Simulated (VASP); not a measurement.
# PbF2 (Fm-3m) in VASP: a series of runs

Aim: see how the results for PbF2 move with the level of theory and the settings. Levels: r2SCAN, PBE. Tasks: single point.

Program: VASP 6.6.1. These are calculated values, not measurements. Logs are shortened: lines on timing, memory, paths and dates and some standing lists are left out, and cuts for length are marked.

### Step 1. The cell of the first run

Symmetry: Fm-3m, No. 225, cubic system. The conventional cell has a = 6.037 Å, b = 6.037 Å, c = 6.037 Å, α = 90.00°, β = 90.00°, γ = 90.00°. Within 3.4 Å of Pb (site symmetry m-3m) lie 8 F at 2.61 Å. Within 3.4 Å of F (site symmetry -43m) lie 4 Pb at 2.61 Å and 6 F at 3.02 Å.

### Step 2. Single point, r2SCAN (volume changed by +6%)

Input file POSCAR:

```
PbF2
1.0
    0.0000000000      3.0185014499      3.0185014499
    3.0185014499      0.0000000000      3.0185014499
    3.0185014499      3.0185014499      0.0000000000
Pb F
1 2
Direct
    0.0000000000      0.0000000000      0.0000000000
    0.2500000000      0.2500000000      0.2500000000
    0.7500000000      0.7500000000      0.7500000000
```

Input file INCAR.step1:

```
ALGO     = Normal         # electronic algorithm
EDIFF    = 1E-4           # SCF threshold, eV
ENCUT    = 520            # plane-wave cutoff, eV
GGA      = PE             # functional
ISMEAR   = 0              # smearing method
LASPH    = True           # aspherical terms in the spheres
LCHARG   = False          # write CHGCAR
LREAL    = False          # projectors in reciprocal space
LWAVE    = True           # write WAVECAR
NBANDS   = 21             # bands
NELM     = 100            # most SCF steps
PREC     = Accurate       # precision mode
SIGMA    = 0.01           # smearing width, eV
```

Input file INCAR.step2:

```
ALGO     = Normal         # electronic algorithm
EDIFF    = 1E-6           # SCF threshold, eV
ENCUT    = 520            # plane-wave cutoff, eV
ISIF     = 2              # what is computed and relaxed
ISMEAR   = 0              # smearing method
ISTART   = 1            
LASPH    = True           # aspherical terms in the spheres
LCHARG   = False          # write CHGCAR
LMIXTAU  = True         
LREAL    = False          # projectors in reciprocal space
LWAVE    = False          # write WAVECAR
METAGGA  = R2SCAN         # meta-GGA
NBANDS   = 21             # bands
NELM     = 100            # most SCF steps
PREC     = Accurate       # precision mode
SIGMA    = 0.01           # smearing width, eV
```

Input file KPOINTS:

```
k-points
0
Gamma
  6 6 6
```

Potentials or basis: VASP PAW PBE potentials, release 64 (Pb_d, F).

On the command line:

```
$ cat potpaw_PBE.64/Pb_d/POTCAR potpaw_PBE.64/F/POTCAR > POTCAR
$ cp INCAR.step1 INCAR
$ mpirun -np 1 vasp_std > vasp.out
$ cp INCAR.step2 INCAR
$ mpirun -np 1 vasp_std > vasp.out
```

OUTCAR:

```text
EDIFF = 1E-6
   ENCUT = 520
   ISIF = 2
   ISMEAR = 0
   ISTART = 1
   LASPH = True
   LREAL = False
   METAGGA = R2SCAN
   NELM = 100
   PREC = Accurate

 ion  position               nearest neighbor table
   1  0.000  0.000  0.000-   3 2.61   3 2.61   3 2.61   2 2.61   3 2.61   2 2.61   2 2.61   2 2.61

   2  0.250  0.250  0.250-   1 2.61   1 2.61   1 2.61   1 2.61
   3  0.750  0.750  0.750-   1 2.61   1 2.61   1 2.61   1 2.61

  LATTYP: Found a face centered cubic cell.
 ALAT       =     6.0370028998

  Lattice vectors:

 A1 = (   0.0000000000,   3.0185014499,   3.0185014499)
 A2 = (   3.0185014499,   0.0000000000,   3.0185014499)
 A3 = (   3.0185014499,   3.0185014499,   0.0000000000)

Analysis of symmetry for initial positions (statically):
=====================================================================
 Subroutine PRICEL returns:
 Original cell was already a primitive cell.

 Routine SETGRP: Setting up the symmetry group for a
 face centered cubic supercell.

 Subroutine GETGRP returns: Found 48 space group operations
 (whereof 48 operations were pure point group operations)
 out of a pool of 48 trial point group operations.

The static configuration has the point symmetry O_h .

Analysis of symmetry for dynamics (positions and initial velocities):
=====================================================================
 Subroutine PRICEL returns:
 Original cell was already a primitive cell.

 Routine SETGRP: Setting up the symmetry group for a
 face centered cubic supercell.

 Subroutine GETGRP returns: Found 48 space group operations
 (whereof 48 operations were pure point group operations)
 out of a pool of 48 trial point group operations.

The dynamic configuration has the point symmetry O_h .

 Subroutine INISYM returns: Found 48 space group operations
 (whereof 48 operations are pure point group operations),
 and found     1 'primitive' translations

----------------------------------------------------------------------------------------

                                     Primitive cell

  volume of cell :      55.0053

  direct lattice vectors                    reciprocal lattice vectors
     0.000000000  3.018501450  3.018501450    -0.165645108  0.165645108  0.165645108
     3.018501450  0.000000000  3.018501450     0.165645108 -0.165645108  0.165645108
     3.018501450  3.018501450  0.000000000     0.165645108  0.165645108 -0.165645108

  length of vectors
     4.268805688  4.268805688  4.268805688     0.286905744  0.286905744  0.286905744

  position of ions in fractional coordinates (direct lattice)
     0.000000000  0.000000000  0.000000000
     0.250000000  0.250000000  0.250000000
     0.750000000  0.750000000  0.750000000

  ion indices of the primitive-cell ions
   primitive index   ion index
                 1           1
                 2           2
                 3           3

----------------------------------------------------------------------------------------

 KPOINTS: k-points

Automatic generation of k-mesh.
 Grid dimensions read from file:
 generate k-points for:    6    6    6

 Generating k-lattice:

  Cartesian coordinates                     Fractional coordinates (reciprocal lattice)
    -0.027607518  0.027607518  0.027607518     0.166666667  0.000000000  0.000000000
     0.027607518 -0.027607518  0.027607518     0.000000000  0.166666667  0.000000000
     0.027607518  0.027607518 -0.027607518     0.000000000  0.000000000  0.166666667

  Length of vectors
     0.047817624  0.047817624  0.047817624

  Shift w.r.t. Gamma in fractional coordinates (k-lattice)
     0.000000000  0.000000000  0.000000000

 Subroutine IBZKPT returns following result:
 ===========================================

 Found     16 irreducible k-points:

 Following reciprocal coordinates:
            Coordinates               Weight
  0.000000  0.000000  0.000000      1.000000
  0.166667  0.000000  0.000000      8.000000
  0.333333  0.000000  0.000000      8.000000
  0.500000  0.000000  0.000000      4.000000
  0.166667  0.166667  0.000000      6.000000
  0.333333  0.166667  0.000000     24.000000
[... 8 lines left out ...]
 -0.333333  0.333333  0.166667     24.000000
 -0.333333  0.500000  0.166667     12.000000
   k-points           NKPTS =     16   k-points in BZ     NKDIM =     16   number of bands    NBANDS=     21
   number of dos      NEDOS =    301   number of ions     NIONS =      3
   total plane-waves  NPLWV =  32768
   dimension x,y,z NGX =    32 NGY =   32 NGZ =   32
   dimension x,y,z NGXF=    64 NGYF=   64 NGZF=   64
   ions per type =               1   2
   NGX,Y,Z   is equivalent  to a cutoff of  12.46, 12.46, 12.46 a.u.
   NGXF,Y,Z  is equivalent  to a cutoff of  24.92, 24.92, 24.92 a.u.
 SYSTEM =  unknown system
   PREC   = accura    normal or accurate (medium, high low for compatibility)
   ISTART =      1    job   : 0-new  1-cont  2-samecut
   ICHARG =      0    charge: 1-file 2-atom 10-const
   ISPIN  =      1    spin polarized calculation?
   LNONCOLLINEAR =      F non collinear calculations
   LSORBIT =      F    spin-orbit coupling
   LASPH  =      T    aspherical Exc in radial PAW
   ENCUT  =  520.0 eV  38.22 Ry    6.18 a.u.   7.94  7.94  7.94*2*pi/ulx,y,z
   NELM   =    100;   NELMIN=  2; NELMDL=  0     # of ELM steps
   EDIFF  = 0.1E-05   stopping-criterion for ELM
   LREAL  =      F    real-space projection
   EDIFFG = 0.1E-04   stopping-criterion for IOM
   NSW    =      0    number of steps for IOM
   IBRION =     -1    ionic relax: 0-MD 1-quasi-New 2-CG
   NFREE  =      0    steps in history (QN), initial steepest desc. (CG)
   ISIF   =      2    stress and relaxation
   ISYM   =      2    0-nonsym 1-usesym 2-fastsym
   POTIM  = 0.5000    time-step for ionic-motion
   TEBEG  =    0.0;   TEEND  =   0.0 temperature during run
   PSTRESS=    0.0 pullay stress
   NELECT =      28.0000    total number of electrons
   NUPDOWN=      -1.0000    fix difference up-down
   EMIN   =  10.00;   EMAX   =-10.00  energy-range for DOS
   EFERMI =   0.00;   METHOD = LEGACY
   ISMEAR =     0;   SIGMA  =   0.01  broadening in eV -4-tet -1-fermi 0-gaus
   EFERMI_NEDOS =   21; number of points for ismear=-14 and -15
   IALGO  =     38    algorithm
   IMIX   =      4    mixing-type and parameters
     AMIX     =   0.40;   BMIX     =  1.00
     AMIX_MAG =   1.60;   BMIX_MAG =  1.00
  volume/ion in A,a.u.               =      18.34       123.73
  Fermi-wavevector in a.u.,A,eV,Ry     =   1.307152  2.470159 23.247548  1.708647
  Thomas-Fermi vector in A             =   2.437906
   LORBIT       =      0    0 simple, 1 ext, 2 COOP (PROOUT), +10 PAW based schemes
   METAGGA = R2SCAN    functional components
   LHFCALC =     F    Hartree Fock is set to
   AEXX    =    0.0000 exact exchange contribution
   IVDW    =     0    specifies the selected vdW correction
   LEPSILON=     F    determine dielectric tensor
   LRPA    =     F    only Hartree local field effects (RPA)
 non-spin polarized calculation
 Gauss-broadening in eV      SIGMA  =   0.01
  energy-cutoff  :      520.00
  volume of cell :       55.01
 maximum number of plane-waves:      1492
   NGX = 15   NGY = 15   NGZ = 15

 number of electron      28.0000032 magnetization

 Free energy of the ion-electron system (eV)
  ---------------------------------------------------
  ext. energy  EPLUGINS =         0.00000000
  ---------------------------------------------------
  free energy    TOTEN  =       -70.12562237 eV

  energy without entropy =      -70.12562237  energy(sigma->0) =      -70.12562237

 E-fermi :   0.9666     XC(G=0):  -9.7168

 val. band max:        0.8208390085   @ k =  -0.3333   0.3333   0.1667
 cond. band min:       5.7803524281   @ k =   0.5000   0.5000   0.0000
 fundamental gap:      4.9595134196
 Fermi energy:         0.9666372337

 k-point     1 :       0.0000    0.0000    0.0000
  band No.  band energies     occupation
      1     -21.0938      2.00000
      2     -20.5914      2.00000
      3     -13.9661      2.00000
      4     -13.9661      2.00000
      5     -13.9661      2.00000
      6     -13.9370      2.00000
[... 13 lines left out ...]
     20      16.6296      0.00000
     21      18.8526      0.00000

 k-point     2 :       0.1667    0.0000    0.0000
  band No.  band energies     occupation
      1     -21.0522      2.00000
      2     -20.6280      2.00000
      3     -13.9592      2.00000
      4     -13.9592      2.00000
      5     -13.9355      2.00000
      6     -13.9355      2.00000
[... 13 lines left out ...]
     20      15.9288      0.00000
     21      17.7510      0.00000

 k-point     3 :       0.3333    0.0000    0.0000
  band No.  band energies     occupation
      1     -20.9521      2.00000
      2     -20.7179      2.00000
      3     -13.9586      2.00000
      4     -13.9586      2.00000
      5     -13.9194      2.00000
      6     -13.9194      2.00000
[... 13 lines left out ...]
     20      15.2678      0.00000
     21      16.1423      0.00000

 k-point     4 :       0.5000    0.0000    0.0000
  band No.  band energies     occupation
      1     -20.8577      2.00000
      2     -20.8058      2.00000
      3     -13.9613      2.00000
      4     -13.9612      2.00000
      5     -13.9082      2.00000
      6     -13.9082      2.00000
[... 13 lines left out ...]
     20      15.0728      0.00000
     21      15.4498      0.00000

 k-point     5 :       0.1667    0.1667    0.0000
  band No.  band energies     occupation
      1     -21.0399      2.00000
      2     -20.6388      2.00000
      3     -13.9496      2.00000
      4     -13.9496      2.00000
      5     -13.9432      2.00000
      6     -13.9323      2.00000
[... 13 lines left out ...]
     20      16.9149      0.00000
     21      17.9838      0.00000
[... 190 lines left out ...]
     20      18.4698      0.00000
     21      18.6688      0.00000

 k-point    14 :       0.5000    0.3333    0.1667
  band No.  band energies     occupation
      1     -20.8980      2.00000
      2     -20.7613      2.00000
      3     -13.9521      2.00000
      4     -13.9332      2.00000
      5     -13.9192      2.00000
      6     -13.8876      2.00000
[... 13 lines left out ...]
     20      17.3592      0.00000
     21      17.7884      0.00000

 k-point    15 :      -0.3333    0.3333    0.1667
  band No.  band energies     occupation
      1     -20.8334      2.00000
      2     -20.8204      2.00000
      3     -13.9513      2.00000
      4     -13.9345      2.00000
      5     -13.9072      2.00000
      6     -13.8662      2.00000
[... 13 lines left out ...]
     20      18.0187      0.00000
     21      18.0605      0.00000

 k-point    16 :      -0.3333    0.5000    0.1667
  band No.  band energies     occupation
      1     -20.8493      2.00000
      2     -20.8007      2.00000
      3     -13.9561      2.00000
      4     -13.9256      2.00000
      5     -13.8987      2.00000
      6     -13.8736      2.00000
[... 13 lines left out ...]
     20      16.8154      0.00000
     21      18.3215      0.00000

------------------------ aborting loop because EDIFF is reached ----------------------------------------

  FORCE on cell =-STRESS in cart. coord.  units (eV):
  Direction    XX          YY          ZZ          XY          YZ          ZX
  --------------------------------------------------------------------------------------
  -------------------------------------------------------------------------------------
  Total       -1.3796466     -1.3796466     -1.3796466     -0.0000000     -0.0000000      0.0000000
  in kB      -40.1859532    -40.1859532    -40.1859532     -0.0000000     -0.0000000      0.0000000
  external PRESSURE =     -40.1859532 kB  Pullay stress =       0.0000000 kB

 VOLUME and BASIS-vectors are now :
 -----------------------------------------------------------------------------
  energy-cutoff  :      520.00
  volume of cell :       55.01
      direct lattice vectors                 reciprocal lattice vectors
     0.000000000  3.018501450  3.018501450    -0.165645108  0.165645108  0.165645108
     3.018501450  0.000000000  3.018501450     0.165645108 -0.165645108  0.165645108
     3.018501450  3.018501450  0.000000000     0.165645108  0.165645108 -0.165645108

 POSITION                                       TOTAL-FORCE (eV/Angst)
 -----------------------------------------------------------------------------------
      0.00000      0.00000      0.00000        -0.000000     -0.000000     -0.000000
      1.50925      1.50925      1.50925         0.000000     -0.000000     -0.000000
      4.52775      4.52775      4.52775         0.000000      0.000000      0.000000
 -----------------------------------------------------------------------------------
    total drift:                                0.000000     -0.000000      0.000000

  FREE ENERGIE OF THE ION-ELECTRON SYSTEM (eV)
  ---------------------------------------------------
  free  energy   TOTEN  =       -70.1256223663 eV

  energy  without entropy=      -70.1256223663  energy(sigma->0) =      -70.12562237
```

It took 47 s on 1 thread of Intel Xeon 6975P-C, shared host; peak memory 0.18 GiB.

What came out:

```
Free energy            : -70.1256 eV
Pressure               : -4.0 GPa
Band gap on the k mesh : 4.96 eV, indirect (least direct gap 5.08 eV)
```

Caveat: the cell differs from its parent crystal (volume changed by +6%); the PAW data sets were made with another functional, which shifts forces and pressure a little; spin-orbit coupling is left out, which moves the levels of the heavy elements. A k mesh can miss the band edges.

### Step 3. Single point, PBE

This run uses another cell than the first one, of 17.30 Å³/atom, 0.943 times its volume.

Input file INCAR:

```
  PREC = Accurate
  ENCUT = 520
  EDIFF = 1E-6
  ISMEAR = 0
  SIGMA = 0.01
  LREAL = False
  LASPH = True
  NELM = 60
  ALGO = Normal
  ISIF = 2
  LWAVE = False
  LCHARG = False
  GGA = PE
  NBANDS = 21
```

Input file KPOINTS:

```
Automatic mesh
0
Gamma
  8 8 8
```

Input file POSCAR:

```
PbF2
1.0
    0.0000000000      2.9604388877      2.9604388877
    2.9604388877      0.0000000000      2.9604388877
    2.9604388877      2.9604388877      0.0000000000
Pb F
1 2
Direct
    0.0000000000      0.0000000000      0.0000000000
    0.2500000000      0.2500000000      0.2500000000
    0.7500000000      0.7500000000      0.7500000000
```

Potentials or basis: VASP PAW PBE potentials, release 64 (Pb_d, F).

On the command line:

```
$ cat potpaw_PBE.64/Pb_d/POTCAR potpaw_PBE.64/F/POTCAR > POTCAR
$ mpirun -np 1 vasp_std > vasp.out
```

Run time: 20 s. Hardware: 1 thread of Intel Xeon 6975P-C, shared host; peak memory 0.19 GiB.

Results (log left out):

- Free energy: -14.3310 eV
- Pressure: 2.7 GPa
- Band gap on the k mesh: 4.42 eV, indirect (least direct gap 4.56 eV)

Levels at points of the mesh, in eV from the valence-band top:
| k point | band 12 | band 13 | band 14 | band 15 | band 16 | band 17 |
| --- | --- | --- | --- | --- | --- | --- |
| (0.00, 0.00, 0.00) | -2.00 | -2.00 | -2.00 | 6.78 | 6.78 | 6.78 |
| (0.50, 0.00, 0.00) | -2.17 | -2.17 | -0.03 | 5.03 | 7.68 | 7.68 |
| (0.50, 0.50, 0.00) | -1.57 | -1.57 | -0.15 | 4.42 | 7.91 | 7.91 |

Caveat: spin-orbit coupling is left out, which moves the levels of the heavy elements. Expect the measured gap to be larger: semilocal functionals such as PBE lack the derivative discontinuity.

### Step 4. Single point, r2SCAN

This run uses another cell than the first one, of 17.30 Å³/atom, 0.943 times its volume.

POSCAR is that of step 3.

Input file INCAR.step1:

```
ALGO = Normal
EDIFF = 1E-4
ENCUT = 520
GGA = PE
ISMEAR = 0
LASPH = T
LCHARG = F
LREAL = F
LWAVE = T
NBANDS = 21
NELM = 80
PREC = Accurate
SIGMA = 0.01
```

Input file INCAR.step2:

```
ALGO = Normal
EDIFF = 1E-6
ENCUT = 520
ISIF = 2
ISMEAR = 0
ISTART = 1
LASPH = T
LCHARG = F
LMIXTAU = T
LREAL = F
LWAVE = F
METAGGA = R2SCAN
NBANDS = 21
NELM = 80
PREC = Accurate
SIGMA = 0.01
```

Input file KPOINTS:

```
k-points
0
Gamma
  8 8 8
```

On the command line:

```
$ cat potpaw_PBE.64/Pb_d/POTCAR potpaw_PBE.64/F/POTCAR > POTCAR
$ cp INCAR.step1 INCAR
$ mpirun -np 1 vasp_std > vasp.out
$ cp INCAR.step2 INCAR
$ mpirun -np 1 vasp_std > vasp.out
```

Run time: 75 s. Hardware: 1 thread of Intel Xeon 6975P-C, shared host; peak memory 0.2 GiB.

It converged, with:

| Quantity | Value |
| --- | --- |
| Free energy | -70.1618 eV |
| Pressure | -0.1 GPa |
| Band gap on the k mesh | 4.93 eV, indirect (least direct gap 5.08 eV) |

Levels at points of the mesh, in eV from the valence-band top:
```tsv
k point	band 12	band 13	band 14	band 15	band 16	band 17
(0.00, 0.00, 0.00)	-2.16	-2.16	-2.16	7.30	7.30	7.30
(0.50, 0.00, 0.00)	-2.34	-2.34	-0.06	5.38	8.25	8.25
(0.50, 0.50, 0.00)	-1.75	-1.75	-0.14	4.93	8.46	8.46
```

Caveat: the PAW data sets were made with another functional, which shifts forces and pressure a little; spin-orbit coupling is left out, which moves the levels of the heavy elements. r2SCAN opens gaps a little over a GGA but as a rule still falls short of measured ones.

### Step 5. The runs side by side

```csv
level,cell,k mesh,gap on the mesh (eV),pressure (GPa)
r2SCAN,"a = 4.269 Å, angles 60.0°, 3 atoms",6 × 6 × 6,4.96,-4.0
PBE,"a = 4.187 Å, angles 60.0°, 3 atoms",8 × 8 × 8,4.42,2.7
r2SCAN,"a = 4.187 Å, angles 60.0°, 3 atoms",8 × 8 × 8,4.93,-0.1
```

Alike in all rows: task single point; potentials or basis VASP PAW PBE potentials, release 64 (Pb_d, F); no spin polarisation; cutoff (eV) 520; smearing gaussian 0.01 eV.

Caveats: spin-orbit coupling is left out, which moves the levels of the heavy elements; the PAW data sets were made with another functional, which shifts forces and pressure a little (some runs).

Absolute energies hang on the potentials; compare differences alone.
